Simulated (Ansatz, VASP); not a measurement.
# One calculation of CdTe, two programs

Contents of INCAR:

```
PREC     = Accurate       # precision mode
ENCUT    = 520            # plane-wave cutoff, eV
EDIFF    = 1E-6           # SCF threshold, eV
ISMEAR   = -1             # smearing method
SIGMA    = 0.05           # smearing width, eV
LREAL    = F              # projectors in reciprocal space
LASPH    = T              # aspherical terms in the spheres
NELM     = 150            # most SCF steps
ALGO     = Normal         # electronic algorithm
ISIF     = 2              # what is computed and relaxed
LWAVE    = F              # write WAVECAR
LCHARG   = F              # write CHGCAR
LNONCOLLINEAR= T              # non-collinear magnetism
MAGMOM   = 0 0 0 0 0 0    # initial moments
LORBIT   = 11             # projections on sites
LSORBIT  = T              # spin-orbit coupling
GGA_COMPAT= F            
LORBMOM  = T            
GGA      = PS             # functional
NBANDS   = 30             # bands
```

KPOINTS

```
regular mesh
0
Gamma
  7 7 7
```

File POSCAR:

```
CdTe
1.0
    0.0000000000      3.2050000000      3.2050000000
    3.2050000000      0.0000000000      3.2050000000
    3.2050000000      3.2050000000      0.0000000000
Te Cd
1 1
Direct
    0.7500000000      0.7500000000      0.7500000000
    0.0000000000      0.0000000000      0.0000000000
```

Contents of input.yaml:

```yaml
crystal:
  lattice:
    - [0.0, 3.205, 3.205]
    - [3.205, 0.0, 3.205]
    - [3.205, 3.205, 0.0]
  atoms:
    - { symbol: Te, position: [0.75, 0.75, 0.75] }
    - { symbol: Cd, position: [0.0, 0.0, 0.0] }
hamiltonian:
  xc: pbesol
  pseudopotentials: { kind: paw_fr }
magnetization:
  noncollinear: true
  spin_orbit: true
kpoints:
  mp_grid: { grid: [7, 7, 7] }
  band_path:
    path:
      - [[0.0, 0.0, 0.0], [0.5, 0.0, 0.5], [0.5, 0.25, 0.75], [0.375, 0.375, 0.75], [0.0, 0.0, 0.0], [0.5, 0.5, 0.5], [0.625, 0.25, 0.625], [0.5, 0.25, 0.75], [0.5, 0.5, 0.5], [0.375, 0.375, 0.75]]
      - [[0.625, 0.25, 0.625], [0.5, 0.0, 0.5]]
    npoints: 14
scf:
  occupations: { method: fermi_dirac, width: 0.05 }
  n_extra_bands: 6
output:
  forces: true
  stress: true
  eigenvalues: true
  fatbands: false
```

Alike in both runs: functional PBEsol; k mesh 7 × 7 × 7; occupations fermi-dirac, width 0.05 eV; non-collinear spin, spin-orbit coupling.

|  | VASP | Ansatz |
| --- | --- | --- |
| version | VASP 6.6.1 | Ansatz 0.2.0 |
| potentials or method | VASP PAW PBE potentials, release 64 (Te, Cd) | Ansatz PAW |
| plane-wave cutoff (eV) | 520 | 420 |
| valence electrons in the cell | 18 | 36 |
| task | single point | band structure |

```tsv
	VASP	Ansatz	Ansatz less VASP
pressure (GPa)	1.9	1.7	-0.21
net moment per atom (μB)	0.00	0.00	0.000
```

VASP's potentials were made for PBE, not for PBEsol. VASP's potentials hold 18 valence electrons a cell and Ansatz's 36, so a difference there can come from the potentials and not from the codes.
